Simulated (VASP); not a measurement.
# ZnSe (F-43m) in VASP: further runs

The runs below take ZnSe through relaxation of the atoms, with r2SCAN.

Everything below comes from runs of VASP 6.6.1. Logs are shortened: lines on timing, memory, paths and dates and some standing lists are left out, and cuts for length are marked.

## 1. The cell of the first run

The structure is cubic, space group F-43m (No. 216). Conventional cell: a = 5.741 Å, b = 5.741 Å, c = 5.741 Å, α = 90.00°, β = 90.00°, γ = 90.00°. Zn (site symmetry -43m) has 4 Se at 2.49 Å within 3.3 Å. Within 3.3 Å of Se (site symmetry -43m) lie 4 Zn at 2.49 Å.

## 2. Relaxation of the atoms, r2SCAN

POSCAR

```
ZnSe
1.0
    0.0000000000      2.8704675400      2.8704675400
    2.8704675400      0.0000000000      2.8704675400
    2.8704675400      2.8704675400      0.0000000000
Zn Se
1 1
Direct
    0.0000000000      0.0000000000      0.0000000000
    0.2500000000      0.2500000000      0.2500000000
```

INCAR.step1

```
PREC = Accurate
ENCUT = 520
ISMEAR = -1
SIGMA = 0.02
LREAL = F
LASPH = T
NELM = 60
GGA = PE
ALGO = Normal
EDIFF = 1E-4
LWAVE = T
LCHARG = F
```

INCAR.step2

```
PREC = Accurate
ENCUT = 520
EDIFF = 1E-6
ISMEAR = -1
SIGMA = 0.02
LREAL = F
LASPH = T
NELM = 60
ALGO = Normal
ISIF = 2
LWAVE = F
LCHARG = F
METAGGA = R2SCAN
LMIXTAU = T
IBRION = 2
NSW = 50
EDIFFG = -0.01
ISTART = 1
```

KPOINTS

```
Automatic mesh
0
Gamma
  8 8 8
```

Potentials or basis: VASP PAW PBE potentials, release 64 (Zn, Se).

On the command line:

```
$ cat potpaw_PBE.64/Zn/POTCAR potpaw_PBE.64/Se/POTCAR > POTCAR
$ cp INCAR.step1 INCAR
$ mpirun -np 1 vasp_std > vasp.out
$ cp INCAR.step2 INCAR
$ mpirun -np 1 vasp_std > vasp.out
```

OUTCAR:

```text
PREC = Accurate
   ENCUT = 520
   EDIFF = 1E-6
   ISMEAR = -1
   LREAL = F
   LASPH = T
   NELM = 60
   ISIF = 2
   METAGGA = R2SCAN
   IBRION = 2
   NSW = 50
   EDIFFG = -0.01
   ISTART = 1

 ion  position               nearest neighbor table
   1  0.000  0.000  0.000-   2 2.49   2 2.49   2 2.49   2 2.49
   2  0.250  0.250  0.250-   1 2.49   1 2.49   1 2.49   1 2.49

  LATTYP: Found a face centered cubic cell.
 ALAT       =     5.7409350800

  Lattice vectors:

 A1 = (   0.0000000000,   2.8704675400,   2.8704675400)
 A2 = (   2.8704675400,   0.0000000000,   2.8704675400)
 A3 = (   2.8704675400,   2.8704675400,   0.0000000000)

Analysis of symmetry for initial positions (statically):
=====================================================================
 Subroutine PRICEL returns:
 Original cell was already a primitive cell.

 Routine SETGRP: Setting up the symmetry group for a
 face centered cubic supercell.

 Subroutine GETGRP returns: Found 24 space group operations
 (whereof 24 operations were pure point group operations)
 out of a pool of 48 trial point group operations.

The static configuration has the point symmetry T_d .

Analysis of symmetry for dynamics (positions and initial velocities):
=====================================================================
 Subroutine PRICEL returns:
 Original cell was already a primitive cell.

 Routine SETGRP: Setting up the symmetry group for a
 face centered cubic supercell.

 Subroutine GETGRP returns: Found 24 space group operations
 (whereof 24 operations were pure point group operations)
 out of a pool of 48 trial point group operations.

The dynamic configuration has the point symmetry T_d .

 Subroutine INISYM returns: Found 24 space group operations
 (whereof 24 operations are pure point group operations),
 and found     1 'primitive' translations

----------------------------------------------------------------------------------------

                                     Primitive cell

  volume of cell :      47.3029

  direct lattice vectors                    reciprocal lattice vectors
     0.000000000  2.870467540  2.870467540    -0.174187652  0.174187652  0.174187652
     2.870467540  0.000000000  2.870467540     0.174187652 -0.174187652  0.174187652
     2.870467540  2.870467540  0.000000000     0.174187652  0.174187652 -0.174187652

  length of vectors
     4.059454125  4.059454125  4.059454125     0.301701863  0.301701863  0.301701863

  position of ions in fractional coordinates (direct lattice)
     0.000000000  0.000000000  0.000000000
     0.250000000  0.250000000  0.250000000

  ion indices of the primitive-cell ions
   primitive index   ion index
                 1           1
                 2           2

----------------------------------------------------------------------------------------

 KPOINTS: Automatic mesh

Automatic generation of k-mesh.
 Grid dimensions read from file:
 generate k-points for:    8    8    8

 Generating k-lattice:

  Cartesian coordinates                     Fractional coordinates (reciprocal lattice)
    -0.021773456  0.021773456  0.021773456     0.125000000  0.000000000  0.000000000
     0.021773456 -0.021773456  0.021773456     0.000000000  0.125000000  0.000000000
     0.021773456  0.021773456 -0.021773456     0.000000000  0.000000000  0.125000000

  Length of vectors
     0.037712733  0.037712733  0.037712733

  Shift w.r.t. Gamma in fractional coordinates (k-lattice)
     0.000000000  0.000000000  0.000000000

 Subroutine IBZKPT returns following result:
 ===========================================

 Found     29 irreducible k-points:

 Following reciprocal coordinates:
            Coordinates               Weight
  0.000000  0.000000  0.000000      1.000000
  0.125000  0.000000  0.000000      8.000000
  0.250000  0.000000  0.000000      8.000000
  0.375000  0.000000  0.000000      8.000000
  0.500000  0.000000  0.000000      4.000000
  0.125000  0.125000  0.000000      6.000000
[... 16 lines left out ...]
  0.500000  0.250000  0.125000     48.000000
 -0.375000  0.250000  0.125000     24.000000
 [... further k-points ...]
   k-points           NKPTS =     29   k-points in BZ     NKDIM =     29   number of bands    NBANDS=     13
   number of dos      NEDOS =    301   number of ions     NIONS =      2
   total plane-waves  NPLWV =  27000
   dimension x,y,z NGX =    30 NGY =   30 NGZ =   30
   dimension x,y,z NGXF=    60 NGYF=   60 NGZF=   60
   ions per type =               1   1
   NGX,Y,Z   is equivalent  to a cutoff of  12.29, 12.29, 12.29 a.u.
   NGXF,Y,Z  is equivalent  to a cutoff of  24.57, 24.57, 24.57 a.u.
 SYSTEM =  unknown system
   PREC   = accura    normal or accurate (medium, high low for compatibility)
   ISTART =      1    job   : 0-new  1-cont  2-samecut
   ICHARG =      0    charge: 1-file 2-atom 10-const
   ISPIN  =      1    spin polarized calculation?
   LNONCOLLINEAR =      F non collinear calculations
   LSORBIT =      F    spin-orbit coupling
   LASPH  =      T    aspherical Exc in radial PAW
   ENCUT  =  520.0 eV  38.22 Ry    6.18 a.u.   7.55  7.55  7.55*2*pi/ulx,y,z
   NELM   =     60;   NELMIN=  2; NELMDL=  0     # of ELM steps
   EDIFF  = 0.1E-05   stopping-criterion for ELM
   LREAL  =      F    real-space projection
   EDIFFG = -.1E-01   stopping-criterion for IOM
   NSW    =     50    number of steps for IOM
   IBRION =      2    ionic relax: 0-MD 1-quasi-New 2-CG
   NFREE  =      1    steps in history (QN), initial steepest desc. (CG)
   ISIF   =      2    stress and relaxation
   ISYM   =      2    0-nonsym 1-usesym 2-fastsym
   POTIM  = 0.5000    time-step for ionic-motion
   TEBEG  =    0.0;   TEEND  =   0.0 temperature during run
   PSTRESS=    0.0 pullay stress
   NELECT =      18.0000    total number of electrons
   NUPDOWN=      -1.0000    fix difference up-down
   EMIN   =  10.00;   EMAX   =-10.00  energy-range for DOS
   EFERMI =   0.00;   METHOD = LEGACY
   ISMEAR =    -1;   SIGMA  =   0.02  broadening in eV -4-tet -1-fermi 0-gaus
   EFERMI_NEDOS =   21; number of points for ismear=-14 and -15
   IALGO  =     38    algorithm
   IMIX   =      4    mixing-type and parameters
     AMIX     =   0.40;   BMIX     =  1.00
     AMIX_MAG =   1.60;   BMIX_MAG =  1.00
  volume/ion in A,a.u.               =      23.65       159.61
  Fermi-wavevector in a.u.,A,eV,Ry     =   1.186323  2.241826 19.148333  1.407363
  Thomas-Fermi vector in A             =   2.322498
   LORBIT       =      0    0 simple, 1 ext, 2 COOP (PROOUT), +10 PAW based schemes
   METAGGA = R2SCAN    functional components
   LHFCALC =     F    Hartree Fock is set to
   AEXX    =    0.0000 exact exchange contribution
   IVDW    =     0    specifies the selected vdW correction
   LEPSILON=     F    determine dielectric tensor
   LRPA    =     F    only Hartree local field effects (RPA)
 conjugate gradient relaxation of ions
 non-spin polarized calculation
  energy-cutoff  :      520.00
  volume of cell :       47.30
 maximum number of plane-waves:      1288
   NGX = 15   NGY = 15   NGZ = 15

 number of electron      18.0000016 magnetization

 Free energy of the ion-electron system (eV)
  ---------------------------------------------------
  ext. energy  EPLUGINS =         0.00000000
  ---------------------------------------------------
  free energy    TOTEN  =       -24.89538685 eV

  energy without entropy =      -24.89538685  energy(sigma->0) =      -24.89538685

 E-fermi :   1.4338     XC(G=0):  -9.7331

 val. band max:        0.9736457120   @ k =   0.0000   0.0000   0.0000
 cond. band min:       2.6746996329   @ k =   0.0000   0.0000   0.0000
 fundamental gap:      1.7010539209
 Fermi energy:         1.4338302484

 k-point     1 :       0.0000    0.0000    0.0000
  band No.  band energies     occupation
      1     -12.4912      2.00000
      2      -5.5903      2.00000
      3      -5.5903      2.00000
      4      -5.5902      2.00000
      5      -5.2205      2.00000
      6      -5.2205      2.00000
      7       0.9736      2.00000
      8       0.9736      2.00000
      9       0.9736      2.00000
     10       2.6747      0.00000
     11       7.3000      0.00000
     12       7.3002      0.00000
     13       7.3002      0.00000

 k-point     2 :       0.1250    0.0000    0.0000
  band No.  band energies     occupation
      1     -12.3946      2.00000
      2      -5.5789      2.00000
      3      -5.5750      2.00000
      4      -5.5749      2.00000
      5      -5.2217      2.00000
      6      -5.2217      2.00000
      7      -0.2506      2.00000
      8       0.8312      2.00000
      9       0.8312      2.00000
     10       3.6033      0.00000
     11       7.2012      0.00000
     12       7.5477      0.00000
     13       7.5479      0.00000

 k-point     3 :       0.2500    0.0000    0.0000
  band No.  band energies     occupation
      1     -12.1451      2.00000
      2      -5.5409      2.00000
      3      -5.5409      2.00000
      4      -5.5133      2.00000
      5      -5.2203      2.00000
      6      -5.2203      2.00000
      7      -1.9593      2.00000
      8       0.5230      2.00000
      9       0.5231      2.00000
     10       4.1345      0.00000
     11       7.9140      0.00000
     12       7.9141      0.00000
     13       7.9444      0.00000
[... 305 lines left out ...]
 k-point    23 :       0.5000    0.2500    0.1250
  band No.  band energies     occupation
      1     -11.7191      2.00000
      2      -5.4901      2.00000
      3      -5.4644      2.00000
      4      -5.3200      2.00000
      5      -5.2087      2.00000
      6      -5.1611      2.00000
      7      -3.2431      2.00000
      8      -1.1900      2.00000
      9      -0.2445      2.00000
     10       5.6123      0.00000
     11       6.9591      0.00000
     12       8.1342      0.00000
     13       9.6969      0.00000

 k-point    24 :      -0.3750    0.2500    0.1250
  band No.  band energies     occupation
      1     -11.6168      2.00000
      2      -5.4819      2.00000
      3      -5.4516      2.00000
      4      -5.2493      2.00000
      5      -5.2144      2.00000
      6      -5.0314      2.00000
      7      -3.7525      2.00000
      8      -1.3231      2.00000
      9      -0.4182      2.00000
     10       5.5832      0.00000
     11       6.9612      0.00000
     12       8.8298      0.00000
     13      10.0817      0.00000

 [... further k-points ...]

------------------------ aborting loop because EDIFF is reached ----------------------------------------

  FORCE on cell =-STRESS in cart. coord.  units (eV):
  Direction    XX          YY          ZZ          XY          YZ          ZX
  --------------------------------------------------------------------------------------
  -------------------------------------------------------------------------------------
  Total       -0.6808196     -0.6808196     -0.6808196     -0.0000000      0.0000000      0.0000000
  in kB      -23.0597551    -23.0597551    -23.0597551     -0.0000000      0.0000000      0.0000000
  external PRESSURE =     -23.0597551 kB  Pullay stress =       0.0000000 kB

 VOLUME and BASIS-vectors are now :
 -----------------------------------------------------------------------------
  energy-cutoff  :      520.00
  volume of cell :       47.30
      direct lattice vectors                 reciprocal lattice vectors
     0.000000000  2.870467540  2.870467540    -0.174187652  0.174187652  0.174187652
     2.870467540  0.000000000  2.870467540     0.174187652 -0.174187652  0.174187652
     2.870467540  2.870467540  0.000000000     0.174187652  0.174187652 -0.174187652

 POSITION                                       TOTAL-FORCE (eV/Angst)
 -----------------------------------------------------------------------------------
      0.00000      0.00000      0.00000        -0.000000     -0.000000     -0.000000
      1.43523      1.43523      1.43523         0.000000      0.000000      0.000000
 -----------------------------------------------------------------------------------
    total drift:                                0.000016      0.000016      0.000016

  FREE ENERGIE OF THE ION-ELECTRON SYSTEM (eV)
  ---------------------------------------------------
  free  energy   TOTEN  =       -24.8953868461 eV

  energy  without entropy=      -24.8953868461  energy(sigma->0) =      -24.89538685

 reached required accuracy - stopping structural energy minimisation
```

Run time: 2.8 min. Hardware: 1 thread of Intel Xeon 8259CL, shared host; peak memory 0.18 GiB.

Results:

| Item | Value |
| --- | --- |
| Free energy | -24.8954 eV |
| Pressure after relaxing | -2.3 GPa |
| Band gap on the k mesh | 1.70 eV |

Final structure:
```
Zn Se
1.0
     0.00000    2.87047    2.87047
     2.87047    0.00000    2.87047
     2.87047    2.87047    0.00000
Zn Se
1 1
Direct
  0.00000 0.00000 0.00000
  0.25000 0.25000 0.25000
```

Levels at points of the mesh, in eV from the valence-band top:
```
           k point  band 5  band 6  band 7  band 8  band 9  band 10  band 11  band 12  band 13
(0.00, 0.00, 0.00)   -6.19   -6.19    0.00    0.00    0.00     1.70     6.33     6.33     6.33
(0.50, 0.00, 0.00)   -6.18   -6.05   -5.05   -0.83   -0.83     2.98     6.87     6.87     8.95
(0.50, 0.50, 0.00)   -6.15   -6.03   -4.62   -2.09   -2.09     3.42     3.87    11.20    11.79
```

Caveat: the relaxation stopped at its first step, so nothing moved; the PAW data sets were made with another functional, which shifts forces and pressure a little.

## 3. Relaxation of the atoms, r2SCAN

This run uses another cell than the first one, of 24.11 Å³/atom.

POSCAR

```
ZnSe
1.0
    0.0000000000      2.8887512600      2.8887512600
    2.8887512600      0.0000000000      2.8887512600
    2.8887512600      2.8887512600      0.0000000000
Zn Se
1 1
Direct
    0.0000000000      0.0000000000      0.0000000000
    0.2500000000      0.2500000000      0.2500000000
```

INCAR.step1

```
SYSTEM = ZnSe
PREC = Accurate
ENCUT = 520
ISMEAR = -1
SIGMA = 0.02
LREAL = .FALSE.
LASPH = .TRUE.
NELM = 100
GGA = PE
ALGO = Normal
EDIFF = 1E-4
LWAVE = .TRUE.
LCHARG = .FALSE.
```

INCAR.step2

```
SYSTEM = ZnSe
PREC = Accurate
ENCUT = 520
EDIFF = 1E-6
ISMEAR = -1
SIGMA = 0.02
LREAL = .FALSE.
LASPH = .TRUE.
NELM = 100
ALGO = Normal
ISIF = 2
LWAVE = .FALSE.
LCHARG = .FALSE.
METAGGA = R2SCAN
LMIXTAU = .TRUE.
IBRION = 2
NSW = 50
EDIFFG = -0.01
ISTART = 1
```

KPOINTS

```
regular mesh
0
G
  8 8 8
  0 0 0
```

Potentials or basis: VASP PAW PBE potentials, release 64 (Zn, Se).

On the command line:

```
$ cat potpaw_PBE.64/Zn/POTCAR potpaw_PBE.64/Se/POTCAR > POTCAR
$ cp INCAR.step1 INCAR
$ mpirun -np 1 vasp_std > vasp.out
$ cp INCAR.step2 INCAR
$ mpirun -np 1 vasp_std > vasp.out
```

Wall time 2.5 min (1 thread of Intel Xeon 8259CL, shared host); peak memory 0.18 GiB.

It converged, with:

```
Free energy             : -24.8791 eV
Pressure after relaxing : -3.3 GPa
Band gap on the k mesh  : 1.62 eV
```

Final structure:
```xyz
2
Lattice="0.0000 2.8888 2.8888 2.8888 0.0000 2.8888 2.8888 2.8888 0.0000" Properties=species:S:1:pos:R:3 pbc="T T T"
Zn    0.0000    0.0000    0.0000
Se    1.4444    1.4444    1.4444
```

Levels at points of the mesh, in eV from the valence-band top:
| k point | band 6 | band 7 | band 8 | band 9 | band 10 | band 11 | band 12 | band 13 |
| --- | --- | --- | --- | --- | --- | --- | --- | --- |
| (0.00, 0.00, 0.00) | -6.15 | 0.00 | 0.00 | 0.00 | 1.62 | 6.33 | 6.33 | 6.33 |
| (0.50, 0.00, 0.00) | -6.02 | -4.93 | -0.80 | -0.80 | 2.94 | 6.87 | 6.87 | 8.89 |
| (0.50, 0.50, 0.00) | -6.00 | -4.54 | -2.03 | -2.03 | 3.46 | 3.86 | 11.06 | 11.66 |

Caveat: the relaxation stopped at its first step, so nothing moved; the PAW data sets were made with another functional, which shifts forces and pressure a little.
